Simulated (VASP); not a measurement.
Set up this calculation in VASP 6.6.1, as the native input.

```yaml
Task: single point
Functional: r2SCAN
Potentials_or_basis: VASP PAW PBE potentials, release 64 (Cd, Se)
Cutoff: 520 eV
k_mesh: 6 × 6 × 4
Occupations: gaussian, width 0.01 eV
Spin: no spin polarisation
Dipole_correction: no
Further_INCAR_settings: ALGO = Normal; EDIFF = 1e-06; NBANDS = 26
```

CdSe (Cadmoselite):

```
Cd Se
1.0
     4.05089    0.00000    0.00000
    -2.02544    3.50817    0.00000
     0.00000    0.00000    6.71974
Cd Se
2 2
Direct
  0.33333 0.66667 0.00722
  0.66667 0.33333 0.50722
  0.33333 0.66667 0.37778
  0.66667 0.33333 0.87778
```

These files were run (other wordings do the same):

POSCAR

```
CdSe
1.0
    4.0508871277      0.0000000000      0.0000000000
   -2.0254435638      3.5081711604      0.0000000000
    0.0000000000      0.0000000000      6.7197405627
Cd Se
2 2
Direct
    0.3333333333      0.6666666667      0.0072157062
    0.6666666667      0.3333333333      0.5072157062
    0.3333333333      0.6666666667      0.3777842938
    0.6666666667      0.3333333333      0.8777842938
```

INCAR.step1

```
PREC = Accurate ; ENCUT = 520
ISMEAR = 0 ; SIGMA = 0.01
LREAL = False ; LASPH = True
NELM = 60 ; NBANDS = 26
GGA = PE ; ALGO = Normal
EDIFF = 1E-4 ; LWAVE = True
LCHARG = False
```

INCAR.step2

```
PREC = Accurate ; ENCUT = 520
EDIFF = 1E-6 ; ISMEAR = 0
SIGMA = 0.01 ; LREAL = False
LASPH = True ; NELM = 60
ALGO = Normal ; ISIF = 2
LWAVE = False ; LCHARG = True
METAGGA = R2SCAN ; LMIXTAU = True
LELF = True ; LVHAR = True
NBANDS = 26 ; ISTART = 1
```

KPOINTS

```
Automatic mesh
0
Gamma
  6 6 4
```

Potentials or basis: VASP PAW PBE potentials, release 64 (Cd, Se).

Run with:

```sh
$ cat potpaw_PBE.64/Cd/POTCAR potpaw_PBE.64/Se/POTCAR > POTCAR
$ cp INCAR.step1 INCAR
$ mpirun -np 1 vasp_std > vasp.out
$ cp INCAR.step2 INCAR
$ mpirun -np 1 vasp_std > vasp.out
```

It gave:

```json
{
 "Pressure": "15.6 GPa",
 "Largest force": "0.004 eV/Å",
 "Band gap on the k mesh": "1.49 eV, direct"
}
```

Caveat: the PAW data sets were made with another functional, which shifts forces and pressure a little.

It took 110 s on 1 thread of Intel(R) Xeon(R) 6975P-C (Granite Rapids), with other jobs on the host, peak memory 0.22 GiB.
